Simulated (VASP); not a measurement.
# TiO2 (P4_2/mnm) in VASP: further runs

Runs on TiO2. Level: PBE+U. Tasks: single point.

All numbers are computed with VASP 6.6.1; they aren't measurements. Logs are shortened: lines on timing, memory, paths and dates and some standing lists are left out, and cuts for length are marked.

**1. The cell of the first run**

The structure is tetragonal, space group P4_2/mnm (No. 136). Conventional cell: a = 4.269 Å, b = 4.269 Å, c = 3.127 Å, α = 90.00°, β = 90.00°, γ = 90.00°. Ti (site symmetry mmm) has 6 O at 1.85 to 1.95 Å within 2.4 Å. Within 2.4 Å of O (site symmetry m2m) lie 3 Ti at 1.85 to 1.95 Å and 1 O at 2.35 Å.

**2. Single point, PBE+U (strain -0.080 along x and y, +0.040 along z)**

Contents of INCAR:

```
SYSTEM = TiO2
PREC = Accurate ; ENCUT = 520
EDIFF = 1E-6 ; ISMEAR = 0
SIGMA = 0.05 ; LREAL = .False.
LASPH = .True. ; NELM = 150
ALGO = Normal ; ISIF = 2
LWAVE = .False. ; LCHARG = .True.
LMAXMIX = 4 ; LDAU = .True.
LDAUTYPE = 2 ; LDAUL = 2 -1
LDAUU = 4 0 ; LDAUJ = 0 0
LDAUPRINT = 1 ; GGA = PE
LELF = .True. ; LVHAR = .True.
NBANDS = 33
```

Contents of KPOINTS:

```
regular mesh
0
Gamma
  6 6 10
  0 0 0
```

Contents of POSCAR:

```
TiO2
1.0
    4.2691518190      0.0000000000      0.0000000000
    0.0000000000      4.2691518190      0.0000000000
    0.0000000000      0.0000000000      3.1266390186
Ti O
2 4
Direct
    0.0000000000      0.0000000000      0.0000000000
    0.5000000000      0.5000000000      0.5000000000
    0.3056475955      0.3056475955      0.0000000000
    0.1943524045      0.8056475955      0.5000000000
    0.6943524045      0.6943524045      0.0000000000
    0.8056475955      0.1943524045      0.5000000000
```

Potentials or basis: VASP PAW PBE potentials, release 64 (Ti_sv, O).

Command:

```
cat potpaw_PBE.64/Ti_sv/POTCAR potpaw_PBE.64/O/POTCAR > POTCAR
mpirun -np 1 vasp_std > vasp.out
```

OUTCAR:

```text
SYSTEM = TiO2
   PREC = Accurate
   ENCUT = 520
   EDIFF = 1E-6
   ISMEAR = 0
   LREAL = .False.
   LASPH = .True.
   NELM = 150
   ISIF = 2
   GGA = PE

 ion  position               nearest neighbor table
   1  0.000  0.000  0.000-   3 1.85   5 1.85   4 1.95   6 1.95   4 1.95   6 1.95
   2  0.500  0.500  0.500-   4 1.85   6 1.85   5 1.95   3 1.95   3 1.95   5 1.95
   3  0.306  0.306  0.000-   1 1.85   2 1.95   2 1.95
   4  0.194  0.806  0.500-   2 1.85   1 1.95   1 1.95
   5  0.694  0.694  0.000-   1 1.85   2 1.95   2 1.95
   6  0.806  0.194  0.500-   2 1.85   1 1.95   1 1.95

  LATTYP: Found a simple tetragonal cell.
 ALAT       =     4.2691518190
 C/A-ratio  =     0.7323794400

  Lattice vectors:

 A1 = (   4.2691518190,   0.0000000000,   0.0000000000)
 A2 = (   0.0000000000,   4.2691518190,   0.0000000000)
 A3 = (   0.0000000000,   0.0000000000,   3.1266390186)

Analysis of symmetry for initial positions (statically):
=====================================================================
 Subroutine PRICEL returns:
 Original cell was already a primitive cell.

 Routine SETGRP: Setting up the symmetry group for a
 simple tetragonal supercell.

 Subroutine GETGRP returns: Found 16 space group operations
 (whereof  8 operations were pure point group operations)
 out of a pool of 16 trial point group operations.

The static configuration has the point symmetry D_2h.
 The point group associated with its full space group is D_4h.

Analysis of symmetry for dynamics (positions and initial velocities):
=====================================================================
 Subroutine PRICEL returns:
 Original cell was already a primitive cell.

 Routine SETGRP: Setting up the symmetry group for a
 simple tetragonal supercell.

 Subroutine GETGRP returns: Found 16 space group operations
 (whereof  8 operations were pure point group operations)
 out of a pool of 16 trial point group operations.

The dynamic configuration has the point symmetry D_2h.
 The point group associated with its full space group is D_4h.

 Subroutine INISYM returns: Found 16 space group operations
[... 188 lines left out ...]
  0.0000  0.1782  0.0000  0.0774  0.0000
  0.1113  0.0000  0.1465  0.0000  0.0000
  0.0000  0.0774  0.0000  0.1782  0.0000
 -0.0000  0.0000  0.0000  0.0000  0.1193

spin component  2

  0.2238  0.0000  0.1113  0.0000 -0.0000
  0.0000  0.1782  0.0000  0.0774  0.0000
  0.1113  0.0000  0.1465  0.0000  0.0000
  0.0000  0.0774  0.0000  0.1782  0.0000
 -0.0000  0.0000  0.0000  0.0000  0.1193

 occupancies and eigenvectors

  o =  0.0673  v = -0.5797 -0.0000  0.8148  0.0000 -0.0000  0.0000  0.0000  0.0000  0.0000  0.0000      0.0000  0.0000  0.0000  0.0000  0.0000  0.0000  0.0000  0.0000  0.0000  0.0000
  o =  0.0673  v =  0.0000  0.0000  0.0000  0.0000  0.0000 -0.5797 -0.0000  0.8148  0.0000 -0.0000      0.0000  0.0000  0.0000  0.0000  0.0000  0.0000  0.0000  0.0000  0.0000  0.0000
  o =  0.1008  v =  0.0000  0.7071  0.0000 -0.7071 -0.0000  0.0000  0.0000  0.0000  0.0000  0.0000      0.0000  0.0000  0.0000  0.0000  0.0000  0.0000  0.0000  0.0000  0.0000  0.0000
  o =  0.1008  v =  0.0000  0.0000  0.0000  0.0000  0.0000  0.0000  0.7071  0.0000 -0.7071 -0.0000      0.0000  0.0000  0.0000  0.0000  0.0000  0.0000  0.0000  0.0000  0.0000  0.0000
  o =  0.1193  v = -0.0000  0.0000  0.0000  0.0000  1.0000  0.0000  0.0000  0.0000  0.0000  0.0000      0.0000  0.0000  0.0000  0.0000  0.0000  0.0000  0.0000  0.0000  0.0000  0.0000
  o =  0.1193  v =  0.0000  0.0000  0.0000  0.0000  0.0000 -0.0000  0.0000  0.0000  0.0000  1.0000      0.0000  0.0000  0.0000  0.0000  0.0000  0.0000  0.0000  0.0000  0.0000  0.0000
  o =  0.2557  v =  0.0000  0.0000  0.0000  0.0000  0.0000  0.0000 -0.7071  0.0000 -0.7071  0.0000      0.0000  0.0000  0.0000  0.0000  0.0000  0.0000  0.0000  0.0000  0.0000  0.0000
  o =  0.2557  v =  0.0000 -0.7071  0.0000 -0.7071  0.0000  0.0000  0.0000  0.0000  0.0000  0.0000      0.0000  0.0000  0.0000  0.0000  0.0000  0.0000  0.0000  0.0000  0.0000  0.0000
  o =  0.3030  v = -0.8148 -0.0000 -0.5797  0.0000 -0.0000  0.0000  0.0000  0.0000  0.0000  0.0000      0.0000  0.0000  0.0000  0.0000  0.0000  0.0000  0.0000  0.0000  0.0000  0.0000
  o =  0.3030  v =  0.0000  0.0000  0.0000  0.0000  0.0000 -0.8148 -0.0000 -0.5797  0.0000 -0.0000      0.0000  0.0000  0.0000  0.0000  0.0000  0.0000  0.0000  0.0000  0.0000  0.0000

 number of electron      48.0000032 magnetization

 Free energy of the ion-electron system (eV)
  ---------------------------------------------------
  ext. energy  EPLUGINS =         0.00000000
  ---------------------------------------------------
  free energy    TOTEN  =       -47.11172350 eV

  energy without entropy =      -47.11172350  energy(sigma->0) =      -47.11172350

 E-fermi :   6.5338     XC(G=0): -11.9573

 val. band max:        6.1862631246   @ k =   0.0000   0.0000   0.0000
 cond. band min:       8.9035184241   @ k =   0.0000   0.0000   0.0000
 fundamental gap:      2.7172552995
 Fermi energy:         6.5338372007

 k-point     1 :       0.0000    0.0000    0.0000
  band No.  band energies     occupation
      1     -51.4217      2.00000
      2     -51.3895      2.00000
      3     -27.7815      2.00000
      4     -27.7815      2.00000
      5     -27.5588      2.00000
      6     -27.5588      2.00000
[... 853 lines left out ...]
     32      11.9998      0.00000
     33      13.5850      0.00000

 [... further k-points ...]
[... 5 lines left out ...]
  --------------------------------------------------------------------------------------
  -------------------------------------------------------------------------------------
  Total       17.1019700     17.1019700      6.8519919      0.0000000      0.0000000      0.0000000
  in kB      480.8346773    480.8346773    192.6488763      0.0000000      0.0000000      0.0000000
  external PRESSURE =     384.7727436 kB  Pullay stress =       0.0000000 kB

 VOLUME and BASIS-vectors are now :
 -----------------------------------------------------------------------------
  energy-cutoff  :      520.00
  volume of cell :       56.99
      direct lattice vectors                 reciprocal lattice vectors
     4.269151819  0.000000000  0.000000000     0.234238566  0.000000000  0.000000000
     0.000000000  4.269151819  0.000000000     0.000000000  0.234238566  0.000000000
     0.000000000  0.000000000  3.126639019     0.000000000  0.000000000  0.319832252

 POSITION                                       TOTAL-FORCE (eV/Angst)
 -----------------------------------------------------------------------------------
      0.00000      0.00000      0.00000        -0.000000      0.000000      0.000000
      2.13458      2.13458      1.56332        -0.000000      0.000000      0.000000
      1.30486      1.30486      0.00000         0.195482      0.195482      0.000000
      0.82972      3.43943      1.56332        -0.195482      0.195482      0.000000
      2.96430      2.96430      0.00000        -0.195482     -0.195482     -0.000000
      3.43943      0.82972      1.56332         0.195482     -0.195482     -0.000000
 -----------------------------------------------------------------------------------
    total drift:                                0.000000     -0.000000      0.000000

  FREE ENERGIE OF THE ION-ELECTRON SYSTEM (eV)
  ---------------------------------------------------
  free  energy   TOTEN  =       -47.1117235001 eV

  energy  without entropy=      -47.1117235001  energy(sigma->0) =      -47.11172350
```

stdout:

```text
POSCAR found type information on POSCAR TiO
 POSCAR found :  2 types and       6 ions
 scaLAPACK will be used
 LDA part: xc-table for (Slater+PW92), standard interpolation
 POSCAR, INCAR and KPOINTS ok, starting setup
 FFT: planning ... GRIDC
 FFT: planning ... GRID_SOFT
 FFT: planning ... GRID
 WAVECAR not read
 entering main loop
```

Run time: 1.7 min. Hardware: 1 thread of Intel Xeon Platinum 8488C (Sapphire Rapids), shared host; peak memory 0.22 GiB.

Results:

| Property | Result |
| --- | --- |
| Free energy | -47.1117 eV |
| Pressure | 38.5 GPa |
| Largest force | 0.276 eV/Å |
| Band gap on the k mesh | 2.72 eV, direct |

Forces on the atoms (eV/Å):
```
Ti   0.000  0.000  0.000
Ti   0.000  0.000  0.000
O    0.195  0.195  0.000
O   -0.195  0.195  0.000
O   -0.195 -0.195  0.000
O    0.195 -0.195  0.000
```

Eigenvalues of the final occupation matrices:
| site | spin | trace | eigenvalues |
| --- | --- | --- | --- |
| site 1 d | 1 | 0.85 | 0.07 0.10 0.12 0.26 0.30 |
| site 1 d | 2 | 0.85 | 0.07 0.10 0.12 0.26 0.30 |
| site 2 d | 1 | 0.85 | 0.07 0.10 0.12 0.26 0.30 |
| site 2 d | 2 | 0.85 | 0.07 0.10 0.12 0.26 0.30 |

Caveat: the cell differs from its parent crystal (strain -0.080 along x and y, +0.040 along z).

**3. Single point, PBE+U (strain +0.040 along x and y, -0.040 along z)**

Contents of INCAR:

```
PREC = Accurate
ENCUT = 520
EDIFF = 1E-7
ISMEAR = 0
SIGMA = 0.05
LREAL = False
LASPH = True
NELM = 150
ALGO = Normal
ISIF = 2
LWAVE = False
LCHARG = False
LMAXMIX = 4
LDAU = True
LDAUTYPE = 2
LDAUL = 2 -1
LDAUU = 4 0
LDAUJ = 0 0
LDAUPRINT = 1
GGA = PE
NBANDS = 33
```

Contents of KPOINTS:

```
regular mesh
0
Gamma
  6 6 10
```

Edit POSCAR of step 2 so:

```diff
@@ -2,5 +2,5 @@
 1.0
-    4.2691518190      0.0000000000      0.0000000000
-    0.0000000000      4.2691518190      0.0000000000
-    0.0000000000      0.0000000000      3.1266390186
+    4.8259977085      0.0000000000      0.0000000000
+    0.0000000000      4.8259977085      0.0000000000
+    0.0000000000      0.0000000000      2.8861283248
 Ti O
```

Potentials or basis: VASP PAW PBE potentials, release 64 (Ti_sv, O).

Command:

```
cat potpaw_PBE.64/Ti_sv/POTCAR potpaw_PBE.64/O/POTCAR > POTCAR
mpirun -np 1 vasp_std > vasp.out
```

Run time: 3 min. Hardware: 1 thread of AMD EPYC 7R13, shared host; peak memory 0.21 GiB.

It converged, with:

```
Free energy            : -48.2480 eV
Pressure               : -0.4 GPa
Largest force          : 0.013 eV/Å
Band gap on the k mesh : 2.27 eV, indirect (least direct gap 2.31 eV)
```

Forces in eV/Å, atoms in the order of the input:
```
Ti   0.000  0.000  0.000
Ti   0.000  0.000  0.000
O    0.009  0.009  0.000
O   -0.009  0.009  0.000
O   -0.009 -0.009  0.000
O    0.009 -0.009  0.000
```

Stress tensor (GPa, compression positive):
```
-7.13  0.00  0.00
 0.00 -7.13  0.00
 0.00  0.00 12.96
```

Levels at points of the mesh, in eV from the valence-band top:
| k point | band 20 | band 21 | band 22 | band 23 | band 24 | band 25 | band 26 | band 27 | band 28 | band 29 |
| --- | --- | --- | --- | --- | --- | --- | --- | --- | --- | --- |
| (0.00, 0.00, 0.00) | -1.43 | -0.44 | -0.40 | -0.40 | 0.00 | 2.31 | 2.42 | 3.18 | 3.18 | 3.20 |
| (0.50, 0.00, 0.00) | -2.80 | -1.09 | -1.09 | -0.62 | -0.62 | 2.87 | 2.87 | 3.53 | 3.53 | 4.10 |
| (0.50, 0.50, 0.00) | -1.88 | -1.03 | -1.03 | -0.91 | -0.91 | 2.27 | 2.27 | 3.19 | 3.19 | 4.31 |
| (0.00, 0.00, 0.50) | -2.88 | -1.71 | -1.71 | -1.35 | -1.35 | 3.32 | 3.32 | 3.86 | 3.86 | 4.07 |
| (0.50, 0.00, 0.50) | -2.23 | -1.77 | -1.77 | -0.83 | -0.83 | 2.48 | 2.48 | 4.03 | 4.03 | 4.11 |
| (0.50, 0.50, 0.50) | -2.86 | -0.92 | -0.92 | -0.69 | -0.69 | 3.06 | 3.06 | 3.52 | 3.52 | 4.13 |

Eigenvalues of the final occupation matrices:
| site | spin | trace | eigenvalues |
| --- | --- | --- | --- |
| site 1 d | 1 | 0.78 | 0.09 0.09 0.10 0.21 0.28 |
| site 1 d | 2 | 0.78 | 0.09 0.09 0.10 0.21 0.28 |
| site 2 d | 1 | 0.78 | 0.09 0.09 0.10 0.21 0.28 |
| site 2 d | 2 | 0.78 | 0.09 0.09 0.10 0.21 0.28 |

Caveat: the cell differs from its parent crystal (strain +0.040 along x and y, -0.040 along z). A k mesh can miss the band edges.

**4. Single point, PBE+U (strain +0.000 along x and y, +0.040 along z)**

Contents of INCAR:

```
PREC = Accurate
ENCUT = 520
EDIFF = 1E-6
ISMEAR = 0
SIGMA = 0.05
LREAL = F
LASPH = T
NELM = 150
ALGO = Normal
ISIF = 2
LWAVE = F
LCHARG = T
LMAXMIX = 4
LDAU = T
LDAUTYPE = 2
LDAUL = 2 -1
LDAUU = 4 0
LDAUJ = 0 0
LDAUPRINT = 1
GGA = PE
LELF = T
LVHAR = T
NBANDS = 33
```

KPOINTS is that of step 3.

Edit POSCAR of step 3 so:

```diff
@@ -2,5 +2,5 @@
 1.0
-    4.8259977085      0.0000000000      0.0000000000
-    0.0000000000      4.8259977085      0.0000000000
-    0.0000000000      0.0000000000      2.8861283248
+    4.6403824120      0.0000000000      0.0000000000
+    0.0000000000      4.6403824120      0.0000000000
+    0.0000000000      0.0000000000      3.1266390186
 Ti O
```

Potentials or basis: VASP PAW PBE potentials, release 64 (Ti_sv, O).

Command:

```
cat potpaw_PBE.64/Ti_sv/POTCAR potpaw_PBE.64/O/POTCAR > POTCAR
mpirun -np 1 vasp_std > vasp.out
```

OUTCAR:

```text
PREC = Accurate
   ENCUT = 520
   EDIFF = 1E-6
   ISMEAR = 0
   LREAL = F
   LASPH = T
   NELM = 150
   ISIF = 2
   GGA = PE

 ion  position               nearest neighbor table
   1  0.000  0.000  0.000-   3 2.01   5 2.01   4 2.02   6 2.02   4 2.02   6 2.02
   2  0.500  0.500  0.500-   4 2.01   6 2.01   5 2.02   3 2.02   3 2.02   5 2.02
   3  0.306  0.306  0.000-   1 2.01   2 2.02   2 2.02
   4  0.194  0.806  0.500-   2 2.01   1 2.02   1 2.02
   5  0.694  0.694  0.000-   1 2.01   2 2.02   2 2.02
   6  0.806  0.194  0.500-   2 2.01   1 2.02   1 2.02

  LATTYP: Found a simple tetragonal cell.
[... 1142 lines left out ...]
  -------------------------------------------------------------------------------------
  Total       -0.9993070     -0.9993070     -5.4357357     -0.0000000      0.0000000      0.0000000
  in kB      -23.7806780    -23.7806780   -129.3551208     -0.0000000      0.0000000      0.0000000
  external PRESSURE =     -58.9721589 kB  Pullay stress =       0.0000000 kB

 VOLUME and BASIS-vectors are now :
 -----------------------------------------------------------------------------
  energy-cutoff  :      520.00
  volume of cell :       67.33
      direct lattice vectors                 reciprocal lattice vectors
     4.640382412  0.000000000  0.000000000     0.215499481  0.000000000  0.000000000
     0.000000000  4.640382412  0.000000000     0.000000000  0.215499481  0.000000000
     0.000000000  0.000000000  3.126639019     0.000000000  0.000000000  0.319832252

 POSITION                                       TOTAL-FORCE (eV/Angst)
 -----------------------------------------------------------------------------------
      0.00000      0.00000      0.00000         0.000000      0.000000      0.000000
      2.32019      2.32019      1.56332         0.000000      0.000000      0.000000
      1.41832      1.41832      0.00000         0.024489      0.024489     -0.000000
      0.90187      3.73851      1.56332        -0.024489      0.024489     -0.000000
      3.22206      3.22206      0.00000        -0.024489     -0.024489      0.000000
      3.73851      0.90187      1.56332         0.024489     -0.024489      0.000000
 -----------------------------------------------------------------------------------
    total drift:                                0.000000      0.000000      0.000000

  FREE ENERGIE OF THE ION-ELECTRON SYSTEM (eV)
  ---------------------------------------------------
  free  energy   TOTEN  =       -48.3759067424 eV

  energy  without entropy=      -48.3759067424  energy(sigma->0) =      -48.37590674
```

OSZICAR:

```text
N       E                     dE             d eps       ncg     rms          rms(c)
DAV:   1     0.656176977900E+03    0.65618E+03   -0.24184E+04  3960   0.169E+03
DAV:   2     0.301043284528E+02   -0.62607E+03   -0.58068E+03  4293   0.509E+02
DAV:   3    -0.638949192712E+02   -0.93999E+02   -0.92331E+02  5476   0.188E+02
DAV:   4    -0.684727157839E+02   -0.45778E+01   -0.45652E+01  5762   0.404E+01
DAV:   5    -0.686554775006E+02   -0.18276E+00   -0.18273E+00  5341   0.634E+00    0.296E+01
DAV:   6    -0.481304188172E+02    0.20525E+02   -0.85035E+01  5310   0.867E+01    0.930E+00
DAV:   7    -0.485038713939E+02   -0.37345E+00   -0.11768E+01  5056   0.243E+01    0.685E+00
DAV:   8    -0.483620650000E+02    0.14181E+00   -0.60590E-01  5551   0.651E+00    0.448E+00
DAV:   9    -0.483693352993E+02   -0.72703E-02   -0.51276E-01  4922   0.574E+00    0.104E+00
DAV:  10    -0.483838625664E+02   -0.14527E-01   -0.64179E-02  6031   0.171E+00    0.810E-01
DAV:  11    -0.483762557419E+02    0.76068E-02   -0.25101E-02  4767   0.195E+00    0.157E-01
DAV:  12    -0.483761090002E+02    0.14674E-03   -0.41731E-03  5138   0.564E-01    0.128E-01
DAV:  13    -0.483759369922E+02    0.17201E-03   -0.10811E-03  5493   0.283E-01    0.501E-02
DAV:  14    -0.483759081004E+02    0.28892E-04   -0.13188E-04  5011   0.126E-01    0.170E-02
DAV:  15    -0.483759070761E+02    0.10243E-05   -0.26024E-05  4612   0.298E-02    0.593E-03
DAV:  16    -0.483759067424E+02    0.33368E-06   -0.11928E-06  3073   0.119E-02
   1 F= -.48375907E+02 E0= -.48375907E+02  d E =-.283494E-12
```

stdout:

```text
POSCAR found type information on POSCAR TiO
 POSCAR found :  2 types and       6 ions
 scaLAPACK will be used
 LDA part: xc-table for (Slater+PW92), standard interpolation
 POSCAR, INCAR and KPOINTS ok, starting setup
 FFT: planning ... GRIDC
 FFT: planning ... GRID_SOFT
 FFT: planning ... GRID
 WAVECAR not read
 entering main loop
```

It took 2.8 min on 1 thread of AMD EPYC 7R13, shared host; peak memory 0.21 GiB.

Results:

```
Free energy            : -48.3759 eV
Pressure               : -5.9 GPa
Largest force          : 0.035 eV/Å
Band gap on the k mesh : 2.18 eV, direct
```

Forces on the atoms (eV/Å):
```
Ti   0.000  0.000  0.000
Ti   0.000  0.000  0.000
O    0.024  0.024  0.000
O   -0.024  0.024  0.000
O   -0.024 -0.024  0.000
O    0.024 -0.024  0.000
```

Levels at points of the mesh, in eV from the valence-band top:
| k point | band 22 | band 23 | band 24 | band 25 | band 26 | band 27 |
| --- | --- | --- | --- | --- | --- | --- |
| (0.00, 0.00, 0.00) | -0.48 | -0.48 | 0.00 | 2.18 | 2.43 | 2.53 |
| (0.50, 0.00, 0.00) | -1.87 | -0.72 | -0.72 | 2.72 | 2.72 | 3.11 |
| (0.50, 0.50, 0.00) | -1.61 | -1.10 | -1.10 | 2.19 | 2.19 | 2.62 |
| (0.00, 0.00, 0.50) | -2.23 | -1.39 | -1.39 | 3.07 | 3.07 | 3.11 |
| (0.50, 0.00, 0.50) | -1.87 | -1.00 | -1.00 | 2.18 | 2.18 | 3.14 |
| (0.50, 0.50, 0.50) | -1.17 | -0.70 | -0.70 | 2.76 | 2.76 | 3.15 |

Eigenvalues of the final occupation matrices:
| site | spin | trace | eigenvalues |
| --- | --- | --- | --- |
| site 1 d | 1 | 0.75 | 0.07 0.09 0.10 0.24 0.25 |
| site 1 d | 2 | 0.75 | 0.07 0.09 0.10 0.24 0.25 |
| site 2 d | 1 | 0.75 | 0.07 0.09 0.10 0.24 0.25 |
| site 2 d | 2 | 0.75 | 0.07 0.09 0.10 0.24 0.25 |

Caveat: the cell differs from its parent crystal (strain +0.000 along x and y, +0.040 along z).

**5. Summary**

```csv
cell,gap on the mesh (eV),pressure (GPa),largest force (eV/Å)
"a = 4.269, b = 4.269, c = 3.127 Å, 6 atoms",2.72,38.5,0.28
"a = 4.826, b = 4.826, c = 2.886 Å, 6 atoms",2.27,-0.4,0.01
"a = 4.640, b = 4.640, c = 3.127 Å, 6 atoms",2.18,-5.9,0.03
```

Alike in all rows: task single point; level PBE+U; potentials or basis VASP PAW PBE potentials, release 64 (Ti_sv, O); no spin polarisation; Ti d U = 4.0 eV; k mesh 6 × 6 × 10; cutoff (eV) 520; smearing gaussian 0.05 eV.

Absolute energies hang on the potentials; compare differences alone.
